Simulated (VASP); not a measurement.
# Al5BP6 (P1) in VASP: relaxation of cell and atoms with PBE

Aim: the relaxation of cell and atoms of Al5BP6 with PBE.

Everything below comes from runs of VASP 6.6.1. Logs are shortened: lines on timing, memory, paths and dates and some standing lists are left out, and cuts for length are marked.

### 1 The cell of the first run

The typed cell holds 12 atoms: a = 6.193 Å, b = 6.746 Å, c = 6.763 Å, α = 120.71°, β = 91.18°, γ = 89.23°.

### 2 Relaxation of cell and atoms, PBE

INCAR

```
PREC = Accurate ; ENCUT = 600
EDIFF = 1E-6 ; ISMEAR = 0
SIGMA = 0.1 ; LREAL = F
LASPH = T ; NELM = 100
ALGO = Normal ; ISIF = 3
LWAVE = F ; LCHARG = F
GGA = PE ; IBRION = 2
NSW = 80 ; EDIFFG = -0.025
```

KPOINTS

```
regular mesh
0
Gamma
  2 3 3
```

POSCAR

```
Al5BP6
1.0
    0.0420596585     -0.0503920495      6.1922843357
    6.7453884803     -0.0466994216      0.0443218330
   -3.4131370741      5.8379635812     -0.0681489268
Al B P
5 1 6
Direct
   -0.0062498680      0.7084214202      1.0298838146
   -0.0257266840      0.2788484403      0.2886843905
    0.0164942967     -0.0138639440      0.6504976279
    0.5132881631      0.6691306587      0.3291178431
    0.4715385971      0.3316930612      0.6464649494
    0.4875287306      0.0091889413      0.0127926212
    0.3983964543      0.7181469559      0.0154329423
    0.3789125523      0.2841791821      0.3032130502
    0.3879186739     -0.0004728825      0.7081134653
    0.8349932426     -0.0176796225     -0.0188150053
    0.8822493607      0.6830188973      0.3573917182
    0.9106544808      0.3493888920      0.6772225827
```

Potentials or basis: VASP PAW PBE potentials, release 64 (Al, B, P).

On the command line:

```bash
$ cat potpaw_PBE.64/Al/POTCAR potpaw_PBE.64/B/POTCAR potpaw_PBE.64/P/POTCAR > POTCAR
$ mpirun -np 1 vasp_std > vasp.out
```

OUTCAR:

```text
PREC = Accurate
   ENCUT = 600
   EDIFF = 1E-6
   ISMEAR = 0
   LREAL = F
   LASPH = T
   NELM = 100
   ISIF = 3
   GGA = PE
   IBRION = 2
   NSW = 80
   EDIFFG = -0.025

 ion  position               nearest neighbor table
   1  0.994  0.708  0.030-  10 2.25  11 2.42  12 2.43   7 2.51   2 3.32
   2  0.974  0.279  0.289-  10 2.19  12 2.46   8 2.51  11 2.58   1 3.32
   3  0.016  0.986  0.650-  11 2.15   9 2.32  12 2.44  10 2.54
   4  0.513  0.669  0.329-  11 2.29   7 2.40   9 2.52   8 2.66
   5  0.472  0.332  0.646-   8 2.24   9 2.54   7 2.57  12 2.72
   6  0.488  0.009  0.013-   8 2.01   7 2.06   9 2.11  10 2.16
   7  0.398  0.718  0.015-   6 2.06   4 2.40   1 2.51   5 2.57
   8  0.379  0.284  0.303-   6 2.01   5 2.24   2 2.51   4 2.66
   9  0.388  1.000  0.708-   6 2.11   3 2.32   4 2.52   5 2.54
  10  0.835  0.982  0.981-   6 2.16   2 2.19   1 2.25   3 2.54
  11  0.882  0.683  0.357-   3 2.15   4 2.29   1 2.42   2 2.58
  12  0.911  0.349  0.677-   1 2.43   3 2.44   2 2.46   5 2.72

  LATTYP: Found a triclinic cell.
 ALAT       =     9.0957173364
 B/A-ratio  =     1.4434882785
 C/A-ratio  =     0.7435188457
 COS(alpha) =     0.0000164812
 COS(beta)  =     0.3647830240
 COS(gamma) =     0.8812148302

  Lattice vectors:

 A1 = (   6.7033288218,   0.0036926279,  -6.1479625027)
 A2 = (  10.0355802280,   5.7949567875,  -6.1717895965)
 A3 = (   3.4131370741,  -5.8379635812,   0.0681489268)

Analysis of symmetry for initial positions (statically):
=====================================================================
 Subroutine PRICEL returns:
 Original cell was already a primitive cell.

 Routine SETGRP: Setting up the symmetry group for a
 triclinic supercell.

 Subroutine GETGRP returns: Found  1 space group operations
 (whereof  1 operations were pure point group operations)
 out of a pool of  2 trial point group operations.

The static configuration has the point symmetry C_1 .

Analysis of symmetry for dynamics (positions and initial velocities):
=====================================================================
 Subroutine PRICEL returns:
 Original cell was already a primitive cell.

 Routine SETGRP: Setting up the symmetry group for a
 triclinic supercell.

 Subroutine GETGRP returns: Found  1 space group operations
 (whereof  1 operations were pure point group operations)
 out of a pool of  2 trial point group operations.

The dynamic configuration has the point symmetry C_1 .

 Subroutine INISYM returns: Found  1 space group operations
[... 103 lines left out ...]
   LREAL  =      F    real-space projection
   EDIFFG = -.3E-01   stopping-criterion for IOM
   NSW    =     80    number of steps for IOM
   IBRION =      2    ionic relax: 0-MD 1-quasi-New 2-CG
   NFREE  =      1    steps in history (QN), initial steepest desc. (CG)
   ISIF   =      3    stress and relaxation
   ISYM   =      2    0-nonsym 1-usesym 2-fastsym
   POTIM  = 0.5000    time-step for ionic-motion
   TEBEG  =    0.0;   TEEND  =   0.0 temperature during run
   PSTRESS=    0.0 pullay stress
   NELECT =      48.0000    total number of electrons
   NUPDOWN=      -1.0000    fix difference up-down
   EMIN   =  10.00;   EMAX   =-10.00  energy-range for DOS
   EFERMI =   0.00;   METHOD = LEGACY
   ISMEAR =     0;   SIGMA  =   0.10  broadening in eV -4-tet -1-fermi 0-gaus
   EFERMI_NEDOS =   21; number of points for ismear=-14 and -15
   IALGO  =     38    algorithm
   IMIX   =      4    mixing-type and parameters
     AMIX     =   0.40;   BMIX     =  1.00
     AMIX_MAG =   1.60;   BMIX_MAG =  1.00
  volume/ion in A,a.u.               =      20.24       136.56
  Fermi-wavevector in a.u.,A,eV,Ry     =   0.953641  1.802120 12.373566  0.909431
  Thomas-Fermi vector in A             =   2.082315
   LORBIT       =      0    0 simple, 1 ext, 2 COOP (PROOUT), +10 PAW based schemes
   GGA     = PE    functional components
   LHFCALC =     F    Hartree Fock is set to
   AEXX    =    0.0000 exact exchange contribution
   IVDW    =     0    specifies the selected vdW correction
   LEPSILON=     F    determine dielectric tensor
   LRPA    =     F    only Hartree local field effects (RPA)
 conjugate gradient relaxation of ions
 non-spin polarized calculation
 Gauss-broadening in eV      SIGMA  =   0.10
  energy-cutoff  :      600.00
  volume of cell :      242.83
 maximum number of plane-waves:      8135
 NGX is ok and might be reduce to    50
   NGX = 25   NGY = 27   NGZ = 27

--------------------------------------- Ionic step        1  -------------------------------------------

 number of electron      48.0000000 magnetization

 Free energy of the ion-electron system (eV)
  ---------------------------------------------------
  ext. energy  EPLUGINS =         0.00000000
  ---------------------------------------------------
  free energy    TOTEN  =       -61.82403515 eV

  energy without entropy =      -61.82403515  energy(sigma->0) =      -61.82403515

------------------------ aborting loop because EDIFF is reached ----------------------------------------

  FORCE on cell =-STRESS in cart. coord.  units (eV):
  Direction    XX          YY          ZZ          XY          YZ          ZX
  --------------------------------------------------------------------------------------
  -------------------------------------------------------------------------------------
  Total       -7.3584509     -3.2082088     -2.0992130      2.6419727      4.9825938     -0.8246639
  in kB      -48.5496575    -21.1671504    -13.8502074     17.4312326     32.8742050     -5.4409752
  external PRESSURE =     -27.8556718 kB  Pullay stress =       0.0000000 kB
[... 119 lines left out ...]
  FREE ENERGIE OF THE ION-ELECTRON SYSTEM (eV)
  ---------------------------------------------------
  free  energy   TOTEN  =       -63.3248595694 eV

  energy  without entropy=      -63.3248595694  energy(sigma->0) =      -63.32485957

[... ionic steps 4 to 13 ...]

--------------------------------------- Ionic step       14  -------------------------------------------

 number of electron      47.9999999 magnetization

------------------------ aborting loop because EDIFF is reached ----------------------------------------
[... 87 lines left out ...]
--------------------------------------- Ionic step       16  -------------------------------------------

 number of electron      47.9999999 magnetization

 Free energy of the ion-electron system (eV)
  ---------------------------------------------------
  ext. energy  EPLUGINS =         0.00000000
  ---------------------------------------------------
  free energy    TOTEN  =       -63.80989661 eV

  energy without entropy =      -63.80989661  energy(sigma->0) =      -63.80989661

 E-fermi :   5.5152     XC(G=0):  -9.3736

 val. band max:        5.0495572494   @ k =   0.0000   0.0000   0.0000
 cond. band min:       6.7422498529   @ k =   0.5000   0.3333   0.3333
 fundamental gap:      1.6926926035
 Fermi energy:         5.5152283741

 k-point     1 :       0.0000    0.0000    0.0000
  band No.  band energies     occupation
      1      -7.3239      2.00000
      2      -5.4023      2.00000
      3      -4.8202      2.00000
      4      -4.7405      2.00000
      5      -4.7386      2.00000
      6      -4.5330      2.00000
[... 368 lines left out ...]
  FREE ENERGIE OF THE ION-ELECTRON SYSTEM (eV)
  ---------------------------------------------------
  free  energy   TOTEN  =       -63.8098966056 eV

  energy  without entropy=      -63.8098966056  energy(sigma->0) =      -63.80989661

 reached required accuracy - stopping structural energy minimisation
```

OSZICAR:

```text
N       E                     dE             d eps       ncg     rms          rms(c)
DAV:   1     0.167718134730E+03    0.16772E+03   -0.20026E+04   620   0.143E+03
DAV:   2    -0.474797555110E+02   -0.21520E+03   -0.20504E+03   786   0.190E+02
DAV:   3    -0.635371200181E+02   -0.16057E+02   -0.15851E+02   778   0.532E+01
[... 139 lines left out ...]
DAV:   1    -0.638098919973E+02   -0.29163E-03   -0.19569E-02   620   0.661E-01    0.900E-02
DAV:   2    -0.638099305362E+02   -0.38539E-04   -0.12131E-03   760   0.165E-01    0.387E-02
DAV:   3    -0.638099068684E+02    0.23668E-04   -0.43342E-05   784   0.339E-02    0.241E-02
DAV:   4    -0.638098970526E+02    0.98159E-05   -0.27895E-05   760   0.234E-02    0.813E-03
DAV:   5    -0.638098966056E+02    0.44698E-06   -0.48257E-06   659   0.103E-02
  16 F= -.63809897E+02 E0= -.63809897E+02  d E =-.296755E-03
```

CONTCAR:

```text
Al5BP6
   1.00000000000000
     0.0002890908198204   -0.0014293013991528    6.2008325176589425
     6.5334606552471222   -0.0004043499382633    0.0005124642563793
    -3.2679977107557443    5.6578503236975282    0.0018740873172176
  Al              B               P
     5     1     6
Direct
     0.0001782004481280    0.6803363869746144    0.9996014759362255
     0.0004332654057456    0.3184405123838496    0.3185977413385092
     0.0001874811160196    0.9996535030582360    0.6802070315623175
     0.5007874456703720    0.6670208789187505    0.3340010248313192
     0.5005453752290709    0.3342172299807500    0.6674406588251969
     0.4978307245010250    0.0003162863757195    0.0002250501296484
     0.3858943363892191    0.7085918668573927    0.0008638607024395
     0.3859875930410685    0.2923498955814607    0.2923818039998368
     0.3858089059600950    0.0005153725055370    0.7081200612597626
     0.8250951694133194    0.9995109397026867    0.9995169109736317
     0.8838486321407681    0.6659681317697468    0.3328704514773055
     0.8834008707851758    0.3330789958912557    0.6661739290638092

  0.00000000E+00  0.00000000E+00  0.00000000E+00
  0.00000000E+00  0.00000000E+00  0.00000000E+00
  0.00000000E+00  0.00000000E+00  0.00000000E+00
  0.00000000E+00  0.00000000E+00  0.00000000E+00
  0.00000000E+00  0.00000000E+00  0.00000000E+00
  0.00000000E+00  0.00000000E+00  0.00000000E+00
  0.00000000E+00  0.00000000E+00  0.00000000E+00
  0.00000000E+00  0.00000000E+00  0.00000000E+00
  0.00000000E+00  0.00000000E+00  0.00000000E+00
  0.00000000E+00  0.00000000E+00  0.00000000E+00
  0.00000000E+00  0.00000000E+00  0.00000000E+00
  0.00000000E+00  0.00000000E+00  0.00000000E+00
```

It took 18 min on 1 thread of Intel Xeon 6975P-C, shared host; peak memory 0.42 GiB.

Results:

* Free energy: -63.8099 eV
* Relaxed volume: 19.10 Å³/atom
* Relaxed cell: a = 6.201 Å, b = 6.533 Å, c = 6.534 Å, α = 120.01°, β = 90.00°, γ = 89.99°
* Space group after relaxing (to 0.05 Å): P31m (No. 157)
* Energy gained by relaxing: 165.5 meV/atom
* Ionic steps: 16
* Pressure after relaxing: 0.0 GPa
* Largest force after relaxing: 0.018 eV/Å
* Band gap on the k mesh: 1.69 eV, indirect (least direct gap 1.99 eV)

Forces in eV/Å, atoms in the order of the input:
```
Al  -0.004  0.004  0.010
Al   0.010  0.013  0.001
Al   0.003  0.004  0.001
Al   0.003 -0.011  0.003
Al  -0.008 -0.015 -0.004
B    0.000 -0.003 -0.002
P   -0.009 -0.012 -0.007
P    0.006  0.014  0.000
P   -0.004  0.008  0.003
P    0.006 -0.005 -0.006
P    0.007  0.002 -0.009
P   -0.009  0.001  0.011
```

The path:
```
step  energy change (eV)  largest force (eV/Å)  pressure (GPa)  volume (Å³)
   1              0.0000                3.1684           -2.79       242.83
   2             -1.4985                1.2455           -0.40       230.52
   3             -1.5008                1.2037           -0.60       231.01
   4             -1.8035                0.6870            0.83       226.83
   5             -1.8172                0.6245            1.30       225.75
   6             -1.9136                0.4496           -0.33       229.88
   7             -1.9167                0.4770           -0.65       230.76
   8             -1.9595                0.2597           -0.11       229.47
   9             -1.9632                0.2859            0.11       228.96
  10             -1.9799                0.1299            0.09       228.95
  11             -1.9807                0.1480            0.09       228.95
  12             -1.9845                0.0573           -0.09       229.40
  13             -1.9846                0.0605           -0.12       229.47
  14             -1.9856                0.0379            0.07       229.00
  15             -1.9856                0.0373            0.06       229.03
  16             -1.9859                0.0177           -0.01       229.21
```

Final structure:
```
CELL_PARAMETERS angstrom
0.00029 -0.00143 6.20083
6.53346 -0.00040 0.00051
-3.26800 5.65785 0.00187
ATOMIC_POSITIONS crystal
Al 0.00018 0.68034 0.99960
Al 0.00043 0.31844 0.31860
Al 0.00019 0.99965 0.68021
Al 0.50079 0.66702 0.33400
Al 0.50055 0.33422 0.66744
B 0.49783 0.00032 0.00023
P 0.38589 0.70859 0.00086
P 0.38599 0.29235 0.29238
P 0.38581 0.00052 0.70812
P 0.82510 0.99951 0.99952
P 0.88385 0.66597 0.33287
P 0.88340 0.33308 0.66617
```

Levels at points of the mesh, in eV from the valence-band top:
| k point | band 22 | band 23 | band 24 | band 25 | band 26 | band 27 |
| --- | --- | --- | --- | --- | --- | --- |
| (0.00, 0.00, 0.00) | -0.23 | 0.00 | 0.00 | 1.99 | 1.99 | 2.03 |
| (0.50, 0.00, 0.00) | -0.79 | -0.44 | -0.44 | 2.06 | 2.84 | 3.01 |

Caveat: the k points lie up to 0.51 Å⁻¹ apart in the final cell.
